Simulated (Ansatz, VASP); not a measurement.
One calculation of C, two programs

```
C
1.0
     0.00000    2.13604    4.30887
     1.23324    0.00000    4.30887
     1.23324    2.13604    0.00000
C
2
Direct
  0.66667 0.33333 0.66667
  0.33333 0.66667 0.33333
```

Alike in both runs: functional PBE; k mesh 14 × 14 × 14; occupations gaussian, width 0.02 eV; no spin polarisation.

Ansatz relaxed the structure, and its values are those at the end. VASP's run is a single point on that final structure, the one shown.

```csv
,VASP,Ansatz
version,VASP 6.6.1,Ansatz 0.2.0
potentials or method,"VASP PAW PBE potentials, release 64 (C), cutoff 520 eV","scalar-relativistic, plane waves, PAW"
valence electrons in the cell,8,8
```

```csv
,VASP,Ansatz,Ansatz less VASP
gap on the k mesh at the Fermi level (eV),1.04,1.04,+0.001
least direct gap on the mesh (eV),1.09,1.09,+0.001
pressure (GPa),0.4,0.0,-0.35
```

With one functional, cell and mesh, what is left measures potentials, basis and numerics.
